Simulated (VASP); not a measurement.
Wanted: the native input for a VASP 6.6.1 run.

* Task: single point
* Functional: PBE
* Potentials or basis: VASP PAW PBE potentials, release 64 (Cd, S)
* Cutoff: 520 eV
* k mesh: 12 × 12 × 4
* Occupations: gaussian, width 0.05 eV
* Spin: no spin polarisation
* Dipole correction: no
* Further INCAR settings: ALGO = Normal; EDIFF = 1e-07; NBANDS = 26

The structure of CdS lies in POSCAR:

```
CdS
1.0
    4.1347992034      0.0000000000      0.0000000000
   -2.0673996017      3.5808411497      0.0000000000
    0.0000000000      0.0000000000      6.7490000000
Cd S
2 2
Direct
    0.2124084769      0.6666666667      0.0000000000
    0.5457418102      0.3333333333      0.5000000000
    0.3333333333      0.6666666667      0.3850000000
    0.6666666667      0.3333333333      0.8850000000
```

This cell differs from its parent crystal: all Cd atoms moved -0.500 Å, as atom 1 along Cartesian [1 0 0].

One way to write it, as run:

INCAR

```
SYSTEM = CdS
ALGO     = Normal         ! electronic algorithm
EDIFF    = 1E-7           ! SCF threshold, eV
ENCUT    = 520            ! plane-wave cutoff, eV
GGA      = PE             ! functional
ISIF     = 2              ! what is computed and relaxed
ISMEAR   = 0              ! smearing method
LASPH    = .TRUE.         ! aspherical terms in the spheres
LCHARG   = .FALSE.        ! write CHGCAR
LREAL    = .FALSE.        ! projectors in reciprocal space
LWAVE    = .FALSE.        ! write WAVECAR
NBANDS   = 26             ! bands
NELM     = 80             ! most SCF steps
PREC     = Accurate       ! precision mode
SIGMA    = 0.05           ! smearing width, eV
```

KPOINTS

```
k-points
0
G
  12 12 4
  0 0 0
```

Potentials or basis: VASP PAW PBE potentials, release 64 (Cd, S).

Launch:

```sh
$ cat potpaw_PBE.64/Cd/POTCAR potpaw_PBE.64/S/POTCAR > POTCAR
$ mpirun -np 1 vasp_std > vasp.out
```

Results of the run:

```
Pressure               : 10.5 GPa
Largest force          : 5.296 eV/Å
Band gap on the k mesh : 1.30 eV
```

Caveat: the cell differs from its parent crystal (all Cd atoms moved -0.500 Å, as atom 1 along Cartesian [1 0 0]); the cell stands under pressure; forces of over 1 eV/Å act on the atoms, so gaps and moduli don't describe the material at rest.

Wall time 2.9 min on 1 thread of Intel(R) Xeon(R) 6975P-C (Granite Rapids), with other jobs on the host, peak memory 0.47 GiB.
